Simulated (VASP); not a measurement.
# AgBr (Fm-3m) in VASP: further runs

The runs below take AgBr through single point, with RPBE, SVWN5, PBE+D3(BJ).

All numbers are computed with VASP 6.6.1; they aren't measurements. Logs are shortened: lines on timing, memory, paths and dates and some standing lists are left out, and cuts for length are marked.

**1. The cell of the first run**

It takes space group Fm-3m (No. 225, cubic). Conventional cell: a = 5.663 Å, b = 5.663 Å, c = 5.663 Å, α = 90.00°, β = 90.00°, γ = 90.00°. Ag (site symmetry m-3m) has 6 Br at 2.83 Å within 3.7 Å. Br (site symmetry m-3m) has 6 Ag at 2.83 Å within 3.7 Å.

**2. Single point, RPBE**

INCAR

```
SYSTEM = AgBr
PREC = Accurate
ENCUT = 500
EDIFF = 1E-6
ISMEAR = -1
SIGMA = 0.05
LREAL = .False.
LASPH = .True.
NELM = 120
ALGO = Normal
ISIF = 2
LWAVE = .False.
LCHARG = .False.
GGA = RP
NBANDS = 16
GGA_COMPAT = .False.
```

KPOINTS

```
regular mesh
0
Gamma
  8 8 8
  0 0 0
```

POSCAR

```
AgBr
1.0
    0.0000000000      2.8313594341      2.8313594341
    2.8313594341      0.0000000000      2.8313594341
    2.8313594341      2.8313594341      0.0000000000
Ag Br
1 1
Direct
    0.0000000000      0.0000000000      0.0000000000
    0.5000000000      0.5000000000      0.5000000000
```

Potentials or basis: VASP PAW PBE potentials, release 64 (Ag, Br).

Run with:

```bash
cat potpaw_PBE.64/Ag/POTCAR potpaw_PBE.64/Br/POTCAR > POTCAR
mpirun -np 1 vasp_std > vasp.out
```

OUTCAR:

```text
SYSTEM = AgBr
   PREC = Accurate
   ENCUT = 500
   EDIFF = 1E-6
   ISMEAR = -1
   LREAL = .False.
   LASPH = .True.
   NELM = 120
   ISIF = 2
   GGA = RP

 ion  position               nearest neighbor table
   1  0.000  0.000  0.000-   2 2.83   2 2.83   2 2.83   2 2.83   2 2.83   2 2.83
   2  0.500  0.500  0.500-   1 2.83   1 2.83   1 2.83   1 2.83   1 2.83   1 2.83

  LATTYP: Found a face centered cubic cell.
 ALAT       =     5.6627188682

  Lattice vectors:

 A1 = (   0.0000000000,   2.8313594341,   2.8313594341)
 A2 = (   2.8313594341,   0.0000000000,   2.8313594341)
 A3 = (   2.8313594341,   2.8313594341,   0.0000000000)

Analysis of symmetry for initial positions (statically):
=====================================================================
 Subroutine PRICEL returns:
 Original cell was already a primitive cell.

 Routine SETGRP: Setting up the symmetry group for a
 face centered cubic supercell.

 Subroutine GETGRP returns: Found 48 space group operations
 (whereof 48 operations were pure point group operations)
 out of a pool of 48 trial point group operations.

The static configuration has the point symmetry O_h .

Analysis of symmetry for dynamics (positions and initial velocities):
=====================================================================
 Subroutine PRICEL returns:
 Original cell was already a primitive cell.

 Routine SETGRP: Setting up the symmetry group for a
 face centered cubic supercell.

 Subroutine GETGRP returns: Found 48 space group operations
 (whereof 48 operations were pure point group operations)
 out of a pool of 48 trial point group operations.

The dynamic configuration has the point symmetry O_h .

 Subroutine INISYM returns: Found 48 space group operations
 (whereof 48 operations are pure point group operations),
 and found     1 'primitive' translations

----------------------------------------------------------------------------------------

                                     Primitive cell

  volume of cell :      45.3957

  direct lattice vectors                    reciprocal lattice vectors
     0.000000000  2.831359434  2.831359434    -0.176593616  0.176593616  0.176593616
     2.831359434  0.000000000  2.831359434     0.176593616 -0.176593616  0.176593616
     2.831359434  2.831359434  0.000000000     0.176593616  0.176593616 -0.176593616

  length of vectors
[... 74 lines left out ...]
   ISTART =      0    job   : 0-new  1-cont  2-samecut
   ICHARG =      2    charge: 1-file 2-atom 10-const
   ISPIN  =      1    spin polarized calculation?
   LNONCOLLINEAR =      F non collinear calculations
   LSORBIT =      F    spin-orbit coupling
   LASPH  =      T    aspherical Exc in radial PAW
   ENCUT  =  500.0 eV  36.75 Ry    6.06 a.u.   7.30  7.30  7.30*2*pi/ulx,y,z
   NELM   =    120;   NELMIN=  2; NELMDL= -5     # of ELM steps
   EDIFF  = 0.1E-05   stopping-criterion for ELM
   LREAL  =      F    real-space projection
   EDIFFG = 0.1E-04   stopping-criterion for IOM
   NSW    =      0    number of steps for IOM
   IBRION =     -1    ionic relax: 0-MD 1-quasi-New 2-CG
   NFREE  =      0    steps in history (QN), initial steepest desc. (CG)
   ISIF   =      2    stress and relaxation
   ISYM   =      2    0-nonsym 1-usesym 2-fastsym
   POTIM  = 0.5000    time-step for ionic-motion
   TEBEG  =    0.0;   TEEND  =   0.0 temperature during run
   PSTRESS=    0.0 pullay stress
   NELECT =      18.0000    total number of electrons
   NUPDOWN=      -1.0000    fix difference up-down
   EMIN   =  10.00;   EMAX   =-10.00  energy-range for DOS
   EFERMI =   0.00;   METHOD = LEGACY
   ISMEAR =    -1;   SIGMA  =   0.05  broadening in eV -4-tet -1-fermi 0-gaus
   EFERMI_NEDOS =   21; number of points for ismear=-14 and -15
   IALGO  =     38    algorithm
   IMIX   =      4    mixing-type and parameters
     AMIX     =   0.40;   BMIX     =  1.00
     AMIX_MAG =   1.60;   BMIX_MAG =  1.00
  volume/ion in A,a.u.               =      22.70       153.17
  Fermi-wavevector in a.u.,A,eV,Ry     =   1.202709  2.272791 19.680958  1.446510
  Thomas-Fermi vector in A             =   2.338483
   LORBIT       =      0    0 simple, 1 ext, 2 COOP (PROOUT), +10 PAW based schemes
   GGA     = RP    functional components
   LHFCALC =     F    Hartree Fock is set to
   AEXX    =    0.0000 exact exchange contribution
   IVDW    =     0    specifies the selected vdW correction
   LEPSILON=     F    determine dielectric tensor
   LRPA    =     F    only Hartree local field effects (RPA)
 non-spin polarized calculation
  energy-cutoff  :      500.00
  volume of cell :       45.40
 maximum number of plane-waves:      1174
 NGX is ok and might be reduce to    30
   NGX = 15   NGY = 15   NGZ = 15

 number of electron      17.9999997 magnetization

 Free energy of the ion-electron system (eV)
  ---------------------------------------------------
  ext. energy  EPLUGINS =         0.00000000
  ---------------------------------------------------
  free energy    TOTEN  =        -4.14841556 eV

  energy without entropy =       -4.14841157  energy(sigma->0) =       -4.14841357

 E-fermi :   4.7405     XC(G=0):  -9.8751

 val. band max:        4.2538059292   @ k =   0.5000   0.0000   0.0000
 cond. band min:       5.0832306610   @ k =   0.0000   0.0000   0.0000
 fundamental gap:      0.8294247317
 Fermi energy:         4.7404726532

 k-point     1 :       0.0000    0.0000    0.0000
  band No.  band energies     occupation
      1     -11.0714      2.00000
      2       1.3003      2.00000
      3       1.3003      2.00000
      4       1.3003      2.00000
      5       1.3003      2.00000
      6       1.3003      2.00000
[... 433 lines left out ...]
      3      -0.0862      2.00000
      4      -0.0506      2.00000
      5       1.5844      2.00000
      6       1.6423      2.00000
[... 8 lines left out ...]
     15      17.0825      0.00000
     16      18.7529      0.00000

 [... further k-points ...]
[... 5 lines left out ...]
  --------------------------------------------------------------------------------------
  -------------------------------------------------------------------------------------
  Total        2.1183353      2.1183353      2.1183353     -0.0000000     -0.0000000     -0.0000000
  in kB       74.7636123     74.7636123     74.7636123     -0.0000000     -0.0000000     -0.0000000
  external PRESSURE =      74.7636123 kB  Pullay stress =       0.0000000 kB

 VOLUME and BASIS-vectors are now :
 -----------------------------------------------------------------------------
  energy-cutoff  :      500.00
  volume of cell :       45.40
      direct lattice vectors                 reciprocal lattice vectors
     0.000000000  2.831359434  2.831359434    -0.176593616  0.176593616  0.176593616
     2.831359434  0.000000000  2.831359434     0.176593616 -0.176593616  0.176593616
     2.831359434  2.831359434  0.000000000     0.176593616  0.176593616 -0.176593616

 POSITION                                       TOTAL-FORCE (eV/Angst)
 -----------------------------------------------------------------------------------
      0.00000      0.00000      0.00000         0.000000      0.000000      0.000000
      2.83136      2.83136      2.83136        -0.000000     -0.000000     -0.000000
 -----------------------------------------------------------------------------------
    total drift:                               -0.000000      0.000000      0.000000

  FREE ENERGIE OF THE ION-ELECTRON SYSTEM (eV)
  ---------------------------------------------------
  free  energy   TOTEN  =        -4.1484155574 eV

  energy  without entropy=       -4.1484115747  energy(sigma->0) =       -4.14841357
```

OSZICAR:

```text
N       E                     dE             d eps       ncg     rms          rms(c)
DAV:   1     0.949253500094E+02    0.94925E+02   -0.84637E+03   976   0.978E+02
DAV:   2    -0.105414973387E+01   -0.95979E+02   -0.89556E+02  1152   0.211E+02
DAV:   3    -0.423411865831E+01   -0.31800E+01   -0.31744E+01  1112   0.399E+01
DAV:   4    -0.425099491710E+01   -0.16876E-01   -0.16876E-01  1208   0.317E+00
DAV:   5    -0.425116507598E+01   -0.17016E-03   -0.17016E-03  1088   0.303E-01    0.659E+00
DAV:   6    -0.415133129396E+01    0.99834E-01   -0.13558E-01  1120   0.531E+00    0.430E+00
DAV:   7    -0.414742691025E+01    0.39044E-02   -0.71789E-02  1008   0.178E+00    0.148E+00
DAV:   8    -0.414818899827E+01   -0.76209E-03   -0.43037E-03  1080   0.676E-01    0.250E-01
DAV:   9    -0.414833408052E+01   -0.14508E-03   -0.73414E-04  1112   0.225E-01    0.330E-02
DAV:  10    -0.414839491318E+01   -0.60833E-04   -0.49035E-05  1136   0.756E-02    0.181E-02
DAV:  11    -0.414841527577E+01   -0.20363E-04   -0.33959E-05  1056   0.427E-02    0.597E-03
DAV:  12    -0.414841555736E+01   -0.28159E-06   -0.10444E-06   792   0.731E-03
   1 F= -.41484156E+01 E0= -.41484136E+01  d E =-.398269E-05
```

It took 22 s on 1 thread of Intel Xeon Platinum 8259CL at 2.50GHz (Skylake/Cascade Lake), shared host; peak memory 0.17 GiB.

What came out:

- Free energy: -4.1484 eV
- Pressure: 7.5 GPa
- Band gap on the k mesh: 0.83 eV, indirect (least direct gap 2.92 eV)

Levels at points of the mesh, in eV from the valence-band top:
| k point | band 6 | band 7 | band 8 | band 9 | band 10 | band 11 | band 12 | band 13 |
| --- | --- | --- | --- | --- | --- | --- | --- | --- |
| (0.00, 0.00, 0.00) | -2.95 | -2.09 | -2.09 | -2.09 | 0.83 | 9.95 | 9.95 | 9.95 |
| (0.50, 0.00, 0.00) | -2.62 | -2.26 | 0.00 | 0.00 | 3.77 | 6.77 | 6.77 | 6.94 |
| (0.50, 0.50, 0.00) | -2.78 | -2.51 | -2.51 | -2.37 | 1.63 | 7.08 | 9.38 | 11.38 |

Caveat: the PAW data sets were made with another functional, which shifts forces and pressure a little.

**3. Single point, RPBE**

This run uses another cell than the first one, of 23.17 Å³/atom, 1.021 times its volume.

INCAR

```
SYSTEM = AgBr
ALGO = Normal ; EDIFF = 1E-6
ENCUT = 500 ; GGA = RP
GGA_COMPAT = .False. ; ISIF = 2
ISMEAR = -1 ; LASPH = .True.
LCHARG = .False. ; LREAL = .False.
LWAVE = .False. ; NBANDS = 16
NELM = 120 ; PREC = Accurate
SIGMA = 0.05
```

KPOINTS

```
k-points
0
Gamma
  8 8 8
  0 0 0
```

POSCAR

```
AgBr
1.0
    0.0000000000      2.8508866679      2.8508866679
    2.8508866679      0.0000000000      2.8508866679
    2.8508866679      2.8508866679      0.0000000000
Ag Br
1 1
Direct
    0.0000000000      0.0000000000      0.0000000000
    0.5000000000      0.5000000000      0.5000000000
```

Potentials or basis: VASP PAW PBE potentials, release 64 (Ag, Br).

Run with:

```bash
cat potpaw_PBE.64/Ag/POTCAR potpaw_PBE.64/Br/POTCAR > POTCAR
mpirun -np 1 vasp_std > vasp.out
```

It took 20 s on 1 thread of Intel Xeon Platinum 8259CL at 2.50GHz (Skylake/Cascade Lake), shared host; peak memory 0.17 GiB.

The run converged. Its results:

| Quantity | Value |
| --- | --- |
| Free energy | -4.1888 eV |
| Pressure | 6.2 GPa |
| Band gap on the k mesh | 0.83 eV, indirect (least direct gap 2.85 eV) |

Levels at points of the mesh, in eV from the valence-band top:
```csv
k point,band 5,band 6,band 7,band 8,band 9,band 10,band 11,band 12,band 13,band 14
"(0.00, 0.00, 0.00)",-2.86,-2.86,-2.01,-2.01,-2.01,0.83,9.96,9.96,9.96,11.32
"(0.50, 0.00, 0.00)",-2.54,-2.54,-2.19,0.00,0.00,3.83,6.82,6.82,6.82,12.48
"(0.50, 0.50, 0.00)",-2.93,-2.69,-2.43,-2.43,-2.31,1.68,7.13,9.30,11.28,11.28
```

Caveat: the PAW data sets were made with another functional, which shifts forces and pressure a little. RPBE gaps usually lie below the measured ones, often by a third to a half.

[end of part 1 of 2]
